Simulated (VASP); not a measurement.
Input of a VASP 6.6.1 run:

INCAR

```
PREC     = Accurate       # precision mode
ENCUT    = 600            # plane-wave cutoff, eV
EDIFF    = 1E-7           # SCF threshold, eV
ISMEAR   = -1             # smearing method
SIGMA    = 0.05           # smearing width, eV
LREAL    = False          # projectors in reciprocal space
LASPH    = True           # aspherical terms in the spheres
NELM     = 100            # most SCF steps
ALGO     = Normal         # electronic algorithm
ISIF     = 3              # what is computed and relaxed
LWAVE    = False          # write WAVECAR
LCHARG   = False          # write CHGCAR
GGA      = PE             # functional
IBRION   = 2              # ionic algorithm
NSW      = 32             # ionic steps
EDIFFG   = -0.005         # ionic threshold
PSTRESS  = 1100.0
```

Contents of KPOINTS:

```
regular mesh
0
Gamma
  18 18 17
```

The input POSCAR:

```
Ge
1.0
    2.4324159508      0.0000000000      0.0000000000
   -1.2162079754      2.1065340059      0.0000000000
    0.0000000000      0.0000000000      2.2678588919
Ge
1
Direct
    0.0000000000      0.0000000000      0.0000000000
```

Potentials or basis: VASP PAW PBE potentials, release 64 (Ge_d).

Command:

```bash
$ cat potpaw_PBE.64/Ge_d/POTCAR > POTCAR
$ mpirun -np 1 vasp_std > vasp.out
```

**Question.** Estimate the space group after relaxing (to 0.1 Å).

**Answer.** P6/mmm (No. 191).

**Question.** What does it give for the relaxed cell?

**Answer.** a = 2.434 Å, b = 2.434 Å, c = 2.267 Å, α = 90.00°, β = 90.00°, γ = 120.00°.

Step by step:
```tsv
step	energy change (eV)	largest force (eV/Å)	pressure (GPa)	volume (Å³)
1	0.0000	0.0000	110.38	11.62
2	-0.0319	0.0000	108.53	11.67
3	-0.0074	0.0000	109.92	11.63
4	-0.0067	0.0000	110.03	11.63
5	-0.0071	0.0000	110.01	11.63
6	-0.0062	0.0000	110.04	11.63
7	-0.0065	0.0000	110.06	11.63
```

Caveat: the cell is relaxed towards a set pressure, so the run minimises the enthalpy, not the energy.
